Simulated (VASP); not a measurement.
Wanted: the native input for a VASP 6.6.1 run.

* Task: single point
* Functional: PBE
* Potentials or basis: VASP PAW PBE potentials, release 64 (Si, C)
* Cutoff: 520 eV
* k mesh: 2 × 2 × 2
* Occupations: gaussian, width 0.01 eV
* Spin: no spin polarisation
* Dipole correction: no
* Further INCAR settings: LREAL = Auto; ALGO = Normal; EDIFF = 1e-06; NBANDS = 86

The structure of SiC lies in POSCAR:

```
SiC
1.0
    3.0941201779     -5.3591733644      0.0000000000
   -6.1882403658      0.0000000058      0.0000000000
    0.0000000000      0.0000000000    -10.1293391949
Si C
16 16
Direct
    0.3333333333      0.1666666667      0.0621558118
    0.8333333333      0.1666666667      0.0621558118
    0.3333333333      0.6666666667      0.0621558118
    0.8333333333      0.6666666667      0.0621558118
    0.1666666667      0.3333333333      0.5621558118
    0.6666666667      0.3333333333      0.5621558118
    0.1666666667      0.8333333333      0.5621558118
    0.6666666667      0.8333333333      0.5621558118
    0.0000000000      0.0000000000      0.3121004437
    0.5000000000      0.0000000000      0.3121004437
    0.0000000000      0.5000000000      0.3121004437
    0.5000000000      0.5000000000      0.3121004437
    0.5000000000      0.0000000000      0.8121004437
    1.0000000000      0.0000000000      0.8121004437
    0.5000000000      0.5000000000      0.8121004437
    1.0000000000      0.5000000000      0.8121004437
    0.3333333333      0.1666666667      0.2501925540
    0.8333333333      0.1666666667      0.2501925540
    0.3333333333      0.6666666667      0.2501925540
    0.8333333333      0.6666666667      0.2501925540
    0.1666666667      0.3333333333      0.7501925540
    0.6666666667      0.3333333333      0.7501925540
    0.1666666667      0.8333333333      0.7501925540
    0.6666666667      0.8333333333      0.7501925540
    0.0000000000      0.5000000000      0.4995521904
    0.5000000000      0.5000000000      0.4995521904
    0.0000000000      1.0000000000      0.4995521904
    0.5000000000      1.0000000000      0.4995521904
    0.5000000000      0.5000000000      0.9995521904
    1.0000000000      0.5000000000      0.9995521904
    0.5000000000      1.0000000000      0.9995521904
    1.0000000000      1.0000000000      0.9995521904
```

The input as run:

INCAR

```
SYSTEM = SiC
ALGO     = Normal         ! electronic algorithm
EDIFF    = 1E-6           ! SCF threshold, eV
ENCUT    = 520            ! plane-wave cutoff, eV
GGA      = PE             ! functional
ISIF     = 2              ! what is computed and relaxed
ISMEAR   = 0              ! smearing method
LASPH    = .TRUE.         ! aspherical terms in the spheres
LCHARG   = .FALSE.        ! write CHGCAR
LREAL    = Auto         
LWAVE    = .FALSE.        ! write WAVECAR
NBANDS   = 86             ! bands
NELM     = 60             ! most SCF steps
PREC     = Accurate       ! precision mode
SIGMA    = 0.01           ! smearing width, eV
```

KPOINTS

```
k-points
0
G
  2 2 2
  0 0 0
```

Potentials or basis: VASP PAW PBE potentials, release 64 (Si, C).

Launch:

```bash
$ cat potpaw_PBE.64/Si/POTCAR potpaw_PBE.64/C/POTCAR > POTCAR
$ mpirun -np 1 vasp_std > vasp.out
```

It gave:

The pressure is 0.1 GPa and the largest force is 0.038 eV/Å. The band gap on the k mesh is 2.20 eV.

Caveat: the k points lie up to 0.59 Å⁻¹ apart.

Wall time 3.4 min on 1 thread of AMD EPYC 7R43 64-Core Processor (Zen 3), on a shared host, peak memory 0.38 GiB.
